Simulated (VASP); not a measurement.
# B15HN16 (a cell with a defect) (V_B-H) in VASP: further runs

B15HN16 (a cell with a defect) (V_B-H) is run at these levels: PBE; tasks: single point.

All numbers are computed with VASP 6.6.1; they aren't measurements. Logs are shortened: lines on timing, memory, paths and dates and some standing lists are left out, and cuts for length are marked.

**1. The cell of the first run**

The cell holds a defect, 32 atoms: a = 6.277 Å, b = 6.277 Å, c = 6.277 Å, α = 109.47°, β = 109.47°, γ = 109.47°.

**2. Single point, PBE, collinear spin**

INCAR reads:

```
SYSTEM = B15HN16
ALGO     = Normal         ! electronic algorithm
EDIFF    = 1E-7           ! SCF threshold, eV
ENCUT    = 520            ! plane-wave cutoff, eV
GGA      = PE             ! functional
ISIF     = 2              ! what is computed and relaxed
ISMEAR   = 0              ! smearing method
ISPIN    = 2              ! spin polarisation
LASPH    = .True.         ! aspherical terms in the spheres
LCHARG   = .False.        ! write CHGCAR
LORBIT   = 11             ! projections on sites
LREAL    = Auto         
LWAVE    = .False.        ! write WAVECAR
MAGMOM   = 0 0 0 0 0 0 0 0 0 0 0 0 0 0 0 0 0.03 0.02 0.02 0.02 0.17 0.15 0.03 0.02 0.16 0.02 0 0.03 0.02 0 0 0 ! initial moments
NBANDS   = 89             ! bands
NELECT   = 127.0        
NELM     = 150            ! most SCF steps
NUPDOWN  = 1.0            ! fixed moment
PREC     = Accurate       ! precision mode
SIGMA    = 0.01           ! smearing width, eV
```

KPOINTS reads:

```
Automatic mesh
0
Gamma
  1 1 1
  0.25 0.25 0.25
```

POSCAR reads:

```
B15HN16
1.0
   -3.6241103800      3.6241103800     -3.6241103800
    3.6241103800      3.6241103800      3.6241103800
    3.6241103800     -3.6241103800     -3.6241103800
B N H
15 16 1
Direct
   -0.0033719053     -0.0035602991     -0.0046592715
    0.0045664338      0.2505514575      0.7498176028
    0.0056855856      0.5024560893      0.5007074243
   -0.0030119491      0.7459801756      0.2467409475
    0.2509799812      0.0053497492      0.7521088033
    0.2505686295      0.5000041185      0.2545950222
    0.2499376734      0.7493571602     -0.0003561459
    0.5003185150      0.0045584468      0.5004354788
    0.5023905390      0.2507623430      0.2555764507
    0.4957389592      0.4951679979     -0.0030254150
    0.4948489799      0.7466261561      0.7450658010
    0.7459768664     -0.0031497565      0.2465746760
    0.7497602300      0.2497522058     -0.0007383211
    0.7468824344      0.4952204877      0.7447469993
    0.7495160973      0.7497082431      0.4996296908
   -0.0165647841     -0.0166076875      0.2330070250
   -0.0013888800      0.2492871700      0.0013683518
    0.0047089015      0.5019469501      0.7515339433
   -0.0016362407      0.7531076911      0.4995925415
    0.2497693945     -0.0017916088      0.0028869332
    0.2510608011      0.2504465716      0.7733720501
    0.2502455736      0.5228385747      0.5007104270
    0.2495268212      0.7515154004      0.2484387206
    0.5017242359      0.0045146006      0.7518427492
    0.5231133889      0.2506095645      0.5003445806
    0.5020047997      0.5015455570      0.2545208007
    0.4977753449      0.7486321035     -0.0013587061
    0.7517621532     -0.0014830401      0.4992504315
    0.7531123708      0.2497139861      0.2481519975
    0.7488897083      0.4976930214     -0.0013979585
    0.7485839834      0.7485048980      0.7472948313
    0.1487062742      0.1493493503      0.3970949145
```

Potentials or basis: VASP PAW PBE potentials, release 64 (B, N, H).

The run is started by

```sh
$ cat potpaw_PBE.64/B/POTCAR potpaw_PBE.64/N/POTCAR potpaw_PBE.64/H/POTCAR > POTCAR
$ mpirun -np 1 vasp_std > vasp.out
```

OUTCAR:

```text
SYSTEM = B15HN16
   EDIFF = 1E-7
   ENCUT = 520
   GGA = PE
   ISIF = 2
   ISMEAR = 0
   ISPIN = 2
   LASPH = .True.
   LORBIT = 11
   LREAL = Auto
   NELECT = 127.0
   NELM = 150
   NUPDOWN = 1.0
   PREC = Accurate

 ion  position               nearest neighbor table
   1  0.997  0.996  0.995-  16 1.55  31 1.56  20 1.57  17 1.57
   2  0.005  0.251  0.750-  21 1.50  18 1.57  28 1.58  17 1.59
   3  0.006  0.502  0.501-  22 1.50  18 1.58  29 1.59  19 1.59
   4  0.997  0.746  0.247-  16 1.55  30 1.56  19 1.57  23 1.57
   5  0.251  0.005  0.752-  21 1.50  24 1.58  19 1.58  20 1.59
   6  0.251  0.500  0.255-  22 1.50  26 1.58  17 1.58  23 1.59
[... 12 lines left out ...]
  19  0.998  0.753  0.500-  15 1.56   4 1.57   5 1.58   3 1.59
  20  0.250  0.998  0.003-   7 1.56   1 1.57   9 1.59   5 1.59
  21  0.251  0.250  0.773-  10 1.50   5 1.50   2 1.50
  22  0.250  0.523  0.501-  11 1.50   3 1.50   6 1.50
  23  0.250  0.752  0.248-   7 1.56   4 1.57   8 1.58   6 1.59
  24  0.502  0.005  0.752-  13 1.55   8 1.58   5 1.58  11 1.59
  25  0.523  0.251  0.500-  14 1.50   9 1.50   8 1.50
  26  0.502  0.502  0.255-  15 1.55   6 1.58   9 1.58  10 1.59
  27  0.498  0.749  0.999-  12 1.56   7 1.56  11 1.58  10 1.58
  28  0.752  0.999  0.499-  15 1.56  12 1.57   2 1.58   8 1.59
  29  0.753  0.250  0.248-  13 1.56  12 1.57   3 1.59   9 1.59
  30  0.749  0.498  0.999-   4 1.56  13 1.56  10 1.58  14 1.58
  31  0.749  0.749  0.747-   1 1.56  15 1.56  14 1.58  11 1.58
  32  0.149  0.149  0.397-  16 1.04

  LATTYP: Found a body centered cubic cell.
 ALAT       =     7.2482207600

  Lattice vectors:

 A1 = (  -3.6241103800,   3.6241103800,  -3.6241103800)
 A2 = (   3.6241103800,   3.6241103800,   3.6241103800)
 A3 = (   3.6241103800,  -3.6241103800,  -3.6241103800)

Analysis of symmetry for initial positions (statically):
=====================================================================
 Subroutine PRICEL returns:
 Original cell was already a primitive cell.

 Routine SETGRP: Setting up the symmetry group for a
 body centered cubic supercell.

 Subroutine GETGRP returns: Found  1 space group operations
 (whereof  1 operations were pure point group operations)
 out of a pool of 48 trial point group operations.

The static configuration has the point symmetry C_1 .

Analysis of symmetry for dynamics (positions and initial velocities):
=====================================================================
 Subroutine PRICEL returns:
 Original cell was already a primitive cell.

 Routine SETGRP: Setting up the symmetry group for a
 body centered cubic supercell.

 Subroutine GETGRP returns: Found  1 space group operations
 (whereof  1 operations were pure point group operations)
 out of a pool of 48 trial point group operations.

The dynamic configuration has the point symmetry C_1 .

Analysis of structural, dynamic, and magnetic symmetry:
=====================================================================
 Subroutine PRICEL returns:
 Original cell was already a primitive cell.

 Routine SETGRP: Setting up the symmetry group for a
 body centered cubic supercell.

 Subroutine GETGRP returns: Found  1 space group operations
 (whereof  1 operations were pure point group operations)
 out of a pool of 48 trial point group operations.

The overall configuration has the point symmetry C_1 .

 Subroutine INISYM returns: Found  1 space group operations
 (whereof  1 operations are pure point group operations),
 and found     1 'primitive' translations

----------------------------------------------------------------------------------------

                                     Primitive cell

  volume of cell :     190.3988

  direct lattice vectors                    reciprocal lattice vectors
    -3.624110380  3.624110380 -3.624110380     0.000000000  0.137964893 -0.137964893
     3.624110380  3.624110380  3.624110380     0.137964893  0.137964893  0.000000000
     3.624110380 -3.624110380 -3.624110380     0.137964893  0.000000000 -0.137964893

  length of vectors
     6.277143310  6.277143310  6.277143310     0.195111823  0.195111823  0.195111823

  position of ions in fractional coordinates (direct lattice)
     0.996628095  0.996439701  0.995340728
     0.004566434  0.250551458  0.749817603
[... 99 lines left out ...]
   dimension x,y,z NGXF=    96 NGYF=   96 NGZF=   96
   ions per type =              15  16   1
   NGX,Y,Z   is equivalent  to a cutoff of  12.71, 12.71, 12.71 a.u.
   NGXF,Y,Z  is equivalent  to a cutoff of  25.42, 25.42, 25.42 a.u.
 SYSTEM =  B15HN16
   PREC   = accura    normal or accurate (medium, high low for compatibility)
   ISTART =      0    job   : 0-new  1-cont  2-samecut
   ICHARG =      2    charge: 1-file 2-atom 10-const
   ISPIN  =      2    spin polarized calculation?
   LNONCOLLINEAR =      F non collinear calculations
   LSORBIT =      F    spin-orbit coupling
   LASPH  =      T    aspherical Exc in radial PAW
   ENCUT  =  520.0 eV  38.22 Ry    6.18 a.u.  11.67 11.67 11.67*2*pi/ulx,y,z
   NELM   =    150;   NELMIN=  2; NELMDL= -5     # of ELM steps
   EDIFF  = 0.1E-06   stopping-criterion for ELM
   LREAL  =      T    real-space projection
   EDIFFG = 0.1E-05   stopping-criterion for IOM
   NSW    =      0    number of steps for IOM
   IBRION =     -1    ionic relax: 0-MD 1-quasi-New 2-CG
   NFREE  =      0    steps in history (QN), initial steepest desc. (CG)
   ISIF   =      2    stress and relaxation
   ISYM   =      2    0-nonsym 1-usesym 2-fastsym
   POTIM  = 0.5000    time-step for ionic-motion
   TEBEG  =    0.0;   TEEND  =   0.0 temperature during run
   PSTRESS=    0.0 pullay stress
   NELECT =     127.0000    total number of electrons
   NUPDOWN=       1.0000    fix difference up-down
   EMIN   =  10.00;   EMAX   =-10.00  energy-range for DOS
   EFERMI =   0.00;   METHOD = LEGACY
   ISMEAR =     0;   SIGMA  =   0.01  broadening in eV -4-tet -1-fermi 0-gaus
   EFERMI_NEDOS =   21; number of points for ismear=-14 and -15
   IALGO  =     38    algorithm
   IMIX   =      4    mixing-type and parameters
     AMIX     =   0.40;   BMIX     =  1.00
     AMIX_MAG =   1.60;   BMIX_MAG =  1.00
  volume/ion in A,a.u.               =       5.95        40.15
  Fermi-wavevector in a.u.,A,eV,Ry     =   1.430391  2.703046 27.837756  2.046017
  Thomas-Fermi vector in A             =   2.550241
   LORBIT       =     11    0 simple, 1 ext, 2 COOP (PROOUT), +10 PAW based schemes
   GGA     = PE    functional components
   LHFCALC =     F    Hartree Fock is set to
   AEXX    =    0.0000 exact exchange contribution
   IVDW    =     0    specifies the selected vdW correction
   LEPSILON=     F    determine dielectric tensor
   LRPA    =     F    only Hartree local field effects (RPA)
 spin polarized calculation
 Gauss-broadening in eV      SIGMA  =   0.01
  energy-cutoff  :      520.00
  volume of cell :      190.40
 maximum number of plane-waves:      5072
 NGX is ok and might be reduce to    48
   NGX = 23   NGY = 23   NGZ = 23

 number of electron     127.0000018 magnetization       1.0000001

 Free energy of the ion-electron system (eV)
  ---------------------------------------------------
  ext. energy  EPLUGINS =         0.00000000
  ---------------------------------------------------
  free energy    TOTEN  =      -261.41157901 eV

  energy without entropy =     -261.41012825  energy(sigma->0) =     -261.41085363

 E-fermi :   7.8973     XC(G=0): -12.6849

 val. band max:        7.8856367844   @ k =   0.2500   0.2500   0.2500
 cond. band min:       7.9089445694   @ k =   0.2500   0.2500   0.2500
 fundamental gap:      0.0233077850
 Fermi energy:         7.4755225926

 spin component 1

 k-point     1 :       0.2500    0.2500    0.2500
  band No.  band energies     occupation
      1     -11.9466      1.00000
      2     -11.7969      1.00000
      3     -11.7874      1.00000
      4     -11.3400      1.00000
      5      -9.1005      1.00000
      6      -8.7121      1.00000
[... 67 lines left out ...]
     74      15.0795      0.00000
     75      15.0864      0.00000
 Fermi energy:         7.8972906769

 spin component 2

 k-point     1 :       0.2500    0.2500    0.2500
  band No.  band energies     occupation
      1     -11.9281      1.00000
      2     -11.7497      1.00000
      3     -11.7439      1.00000
      4     -11.2639      1.00000
      5      -9.0655      1.00000
      6      -8.6760      1.00000
[... 67 lines left out ...]
     74      15.0938      0.00000
     75      15.1113      0.00000
 [bands above 75 left out]

------------------------ aborting loop because EDIFF is reached ----------------------------------------

  FORCE on cell =-STRESS in cart. coord.  units (eV):
  Direction    XX          YY          ZZ          XY          YZ          ZX
  --------------------------------------------------------------------------------------
  -------------------------------------------------------------------------------------
  Total       18.3168302     18.0464374     18.4163847     -0.1465743      0.1580770      0.2656211
  in kB      154.1333650    151.8580510    154.9711017     -1.2334007      1.3301940      2.2351612
  external PRESSURE =     153.6541726 kB  Pullay stress =       0.0000000 kB

 VOLUME and BASIS-vectors are now :
 -----------------------------------------------------------------------------
  energy-cutoff  :      520.00
  volume of cell :      190.40
      direct lattice vectors                 reciprocal lattice vectors
    -3.624110380  3.624110380 -3.624110380     0.000000000  0.137964893 -0.137964893
     3.624110380  3.624110380  3.624110380     0.137964893  0.137964893  0.000000000
     3.624110380 -3.624110380 -3.624110380     0.137964893  0.000000000 -0.137964893

 POSITION                                       TOTAL-FORCE (eV/Angst)
 -----------------------------------------------------------------------------------
      3.60654      3.61587     -3.60791         0.001387      0.002763     -0.000246
      3.60890     -1.79285     -1.82594         0.014114     -0.007532      0.001635
      3.61497      0.02694     -0.01427         0.003405     -0.031135      0.006793
     -0.01546      5.42249     -1.80390         0.000230     -0.000355     -0.003998
      1.83553     -1.79676     -3.61592        -0.022986     -0.005720     -0.003754
      1.82666      1.79748     -0.01870        -0.004149      0.017217      0.011332
[... 24 lines left out ...]
      2.70799      2.71734     -2.70857         0.002387     -0.002209      0.003546
      1.44145     -0.35893     -1.43679         0.002516     -0.019863     -0.020698
 -----------------------------------------------------------------------------------
    total drift:                                0.006173     -0.000399     -0.000796

  FREE ENERGIE OF THE ION-ELECTRON SYSTEM (eV)
  ---------------------------------------------------
  free  energy   TOTEN  =      -261.4115790111 eV

  energy  without entropy=     -261.4101282504  energy(sigma->0) =     -261.41085363

 total charge

# of ion       s       p       d       tot
------------------------------------------
    1        0.679   1.385   0.000   2.064
    2        0.678   1.378   0.000   2.056
    3        0.679   1.381   0.000   2.060
    4        0.679   1.384   0.000   2.063
    5        0.679   1.381   0.000   2.060
    6        0.678   1.378   0.000   2.055
[... 24 lines left out ...]
   31        1.211   2.772   0.000   3.984
   32        0.604   0.098   0.000   0.702
--------------------------------------------------
tot         30.250  65.145   0.000  95.395

 magnetization (x)

# of ion       s       p       d       tot
------------------------------------------
    1       -0.000  -0.000   0.000  -0.000
    2       -0.001  -0.002   0.000  -0.003
    3       -0.002  -0.003   0.000  -0.004
    4       -0.000  -0.000   0.000  -0.001
    5       -0.002  -0.003   0.000  -0.005
    6       -0.001  -0.002   0.000  -0.003
[... 24 lines left out ...]
   31        0.000   0.005   0.000   0.005
   32       -0.000  -0.000   0.000  -0.000
--------------------------------------------------
tot          0.023   0.732   0.000   0.755
```

It took 3.6 min on 1 thread of Intel Xeon Platinum 8488C (Sapphire Rapids), shared host; peak memory 0.4 GiB.

Results:

```
Free energy                                           : -261.4116 eV
Largest force                                         : 0.041 eV/Å
Net moment                                            : 1.00 μB per cell
Site moments                                          : B -0.00, -0.01, +0.00; N +0.01, +0.03, +0.02, +0.19, +0.17, +0.18; H -0.00 μB
Valence electrons inside the program's atomic spheres : B 2.06, 2.08; N 4.06, 3.97, 3.98; H 0.70
```

Forces on the atoms (eV/Å):
```
B    0.001  0.003  0.000
B    0.014 -0.008  0.002
B    0.003 -0.031  0.007
B    0.000  0.000 -0.004
B   -0.023 -0.006 -0.004
B   -0.004  0.017  0.011
B   -0.002 -0.006  0.003
B   -0.007 -0.012 -0.011
B   -0.014  0.011  0.037
B    0.010  0.013 -0.001
B    0.008  0.013 -0.022
B    0.001 -0.002  0.001
B   -0.003  0.004  0.000
B    0.023  0.006 -0.012
B    0.002 -0.002  0.005
N    0.020  0.017 -0.019
N    0.003 -0.001 -0.002
N   -0.005 -0.002  0.013
N   -0.006  0.002 -0.014
N    0.002  0.014  0.002
N   -0.007  0.004  0.017
N   -0.022  0.007 -0.007
N    0.005  0.003  0.004
N   -0.005 -0.005  0.002
N    0.005 -0.010  0.003
N   -0.008  0.000  0.000
N   -0.007 -0.003  0.002
N   -0.001  0.001  0.001
N    0.014 -0.005 -0.002
N   -0.005  0.000  0.007
N    0.002 -0.002  0.004
H    0.003 -0.020 -0.021
```

Caveat: the k points lie up to 1.23 Å⁻¹ apart; the cell carries a net charge on a neutralising background, which shifts energy and pressure; the cell is charged against a uniform background, so pressure and absolute levels hang on convention; the total moment is fixed, so each spin has its own Fermi level.

**3. Single point, PBE, collinear spin**

INCAR reads:

```
PREC = Accurate
ENCUT = 520
EDIFF = 1E-7
ISMEAR = 0
SIGMA = 0.01
LREAL = Auto
LASPH = True
NELM = 150
ALGO = Normal
ISIF = 2
LWAVE = False
LCHARG = False
ISPIN = 2
MAGMOM = 0 0 0 0 0 0 0.01 0 0 -0.01 -0.01 0 0.01 -0.01 0.01 0.01 0.05 0.04 0.05 0.05 0.33 0.33 0.05 0.04 0.33 0.04 0.01 0.05 0.05 0.01 0.01 0
LORBIT = 11
NUPDOWN = 2.0
GGA = PE
NBANDS = 89
```

KPOINTS is that of step 2.

POSCAR reads:

```
B15HN16
1.0
   -3.6241103800      3.6241103800     -3.6241103800
    3.6241103800      3.6241103800      3.6241103800
    3.6241103800     -3.6241103800     -3.6241103800
B N H
15 16 1
Direct
   -0.0023673584     -0.0018502984     -0.0037555437
    0.0028363114      0.2522140979      0.7505234420
    0.0028989718      0.5011505711      0.5015703671
   -0.0023160251      0.7468348519      0.2475377295
    0.2517294757      0.0032847656      0.7504819626
    0.2517207409      0.5011765828      0.2527544211
    0.2511741733      0.7509238763      0.0002937257
    0.5006494634      0.0033256784      0.5015967096
    0.5007062309      0.2522459728      0.2527085349
    0.5000524285      0.5005894599      0.0001289906
    0.5000539688      0.7507772684      0.7499072917
    0.7463807383     -0.0018611922      0.2474749586
    0.7504597036      0.2516574637      0.0002889658
    0.7502990905      0.5006607275      0.7499570553
    0.7504233566      0.7508801927      0.5010385555
   -0.0159775654     -0.0155028435      0.2338922916
    0.0003908317      0.2512441909      0.0032754806
    0.0048457501      0.5027687735      0.7521337491
    0.0003793716      0.7538908192      0.5005761104
    0.2507414441      0.0009045064      0.0033154836
    0.2529006506      0.2533453402      0.7769340707
    0.2529389456      0.5274340380      0.5027657432
    0.2507478746      0.7539273681      0.2502131607
    0.5023288284      0.0053827625      0.7521731348
    0.5271655170      0.2534265406      0.5028078628
    0.5023210200      0.5028326481      0.2547338829
    0.4991059286      0.7505051902     -0.0001270201
    0.7534128451      0.0008686099      0.5005789623
    0.7534334209      0.2512431198      0.2502313891
    0.7500085790      0.4996071771     -0.0001255409
    0.7499996049      0.7505291037      0.7489817856
    0.1474754369      0.1480057832      0.3975823116
```

Potentials or basis: VASP PAW PBE potentials, release 64 (B, N, H).

The run is started by

```sh
$ cat potpaw_PBE.64/B/POTCAR potpaw_PBE.64/N/POTCAR potpaw_PBE.64/H/POTCAR > POTCAR
$ mpirun -np 1 vasp_std > vasp.out
```

Run time: 2.1 min. Hardware: 1 thread of Intel Xeon Platinum 8488C (Sapphire Rapids), shared host; peak memory 0.4 GiB.

It converged, with:

* Free energy: -269.2908 eV
* Pressure: 5.5 GPa
* Largest force: 0.058 eV/Å
* Net moment: 2.00 μB per cell
* Site moments: B -0.00, -0.01, +0.01; N +0.02, +0.05, +0.04, +0.37, +0.01; H -0.00 μB
* Valence electrons inside the program's atomic spheres: B 2.05, 2.04, 2.06; N 4.04, 3.96, 3.97, 3.91, 3.98; H 0.72

Forces on the atoms (eV/Å):
```
B   -0.003  0.012 -0.002
B   -0.003 -0.007  0.006
B    0.001 -0.012  0.005
B   -0.003 -0.002  0.007
B    0.005 -0.006  0.000
B   -0.016  0.004  0.005
B   -0.001  0.003  0.000
B   -0.009  0.003  0.000
B   -0.004 -0.003  0.007
B   -0.004  0.014 -0.009
B    0.000 -0.003 -0.021
B    0.011 -0.011  0.001
B    0.008  0.004  0.006
B    0.009 -0.009 -0.011
B    0.005  0.008  0.005
N    0.035  0.031 -0.035
N    0.000 -0.001 -0.001
N    0.009  0.008 -0.002
N   -0.002 -0.001 -0.009
N   -0.009  0.001  0.002
N   -0.006  0.016  0.017
N   -0.001 -0.007 -0.004
N    0.005 -0.011 -0.008
N   -0.006 -0.008 -0.003
N    0.012 -0.012  0.021
N   -0.002 -0.002 -0.001
N   -0.004  0.000  0.008
N    0.001 -0.002 -0.002
N   -0.002 -0.002 -0.001
N   -0.003  0.000  0.002
N   -0.005  0.000  0.000
H   -0.016 -0.007  0.016
```

Stress tensor (GPa, compression positive):
```
 5.48  1.03 -1.04
 1.03  5.49 -1.05
-1.04 -1.05  5.48
```

Caveat: the k points lie up to 1.23 Å⁻¹ apart; the total moment is fixed, so each spin has its own Fermi level.
